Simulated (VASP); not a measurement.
MgF2 (Sellaite), 6 atoms in the cell. The structure is tetragonal, space group P4_2/mnm (No. 136). Conventional cell: a = 4.625 Å, b = 4.625 Å, c = 3.052 Å, α = 90.00°, β = 90.00°, γ = 90.00°. Mg (site symmetry mmm) has 6 F at 1.98 to 2.00 Å within 2.6 Å. F (site symmetry m2m) has 3 Mg at 1.98 to 2.00 Å and 1 F at 2.58 Å within 2.6 Å. 

| Property | Result |
| --- | --- |
| Program | VASP 6.6.1 |
| Task | single point |
| Functional | PBEsol |
| Dispersion | D4 |
| Potentials or basis | VASP PAW PBE potentials, release 64 (Mg, F) |
| Cutoff | 600 eV |
| k mesh | 4 × 4 × 6 |
| Occupations | gaussian, width 0.01 eV |
| Spin | no spin polarisation |
| Dipole correction | no |
| Further INCAR settings | ALGO = Normal; EDIFF = 1e-06; NBANDS = 25 |

Potentials or basis: VASP PAW PBE potentials, release 64 (Mg, F).

Run with:

```bash
$ cat potpaw_PBE.64/Mg/POTCAR potpaw_PBE.64/F/POTCAR > POTCAR
$ mpirun -np 1 vasp_std > vasp.out
```

Hardware: 1 thread of Intel Xeon 8259CL, with other jobs on the host.

Problem. How long does it take, and how much memory?

Solution. It took 52 s on 1 thread of Intel Xeon 8259CL, with other jobs on the host, peak memory 0.2 GiB. Counts: scf iterations 11, k points 24.
